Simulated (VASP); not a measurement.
Input of a VASP 6.6.1 run:

Contents of INCAR:

```
SYSTEM = Fe
  ALGO = Normal
  EDIFF = 1E-7
  ENCUT = 520
  GGA = PE
  ISIF = 2
  ISMEAR = -1
  ISPIN = 2
  LASPH = .True.
  LCHARG = .False.
  LMAXMIX = 4
  LORBIT = 11
  LREAL = .False.
  LWAVE = .False.
  MAGMOM = 2.5
  NBANDS = 14
  NELM = 150
  PREC = Accurate
  SIGMA = 0.1
```

File KPOINTS:

```
k-points
0
Gamma
  18 18 18
  0 0 0
```

POSCAR

```
Fe
1.0
    2.1816934389      0.0000000000      0.0000000000
    0.0000000000      2.1816934389      0.0000000000
    0.0000000000      0.0000000000      2.1816934389
Fe
1
Direct
    0.0000000000      0.0000000000      0.0000000000
```

Potentials or basis: VASP PAW PBE potentials, release 64 (Fe).

Launch:

```console
$ cat potpaw_PBE.64/Fe/POTCAR > POTCAR
$ mpirun -np 1 vasp_std > vasp.out
```

Estimate the pressure.

46.8 GPa.

What does it give for the net moment?

1.61 μB per cell.
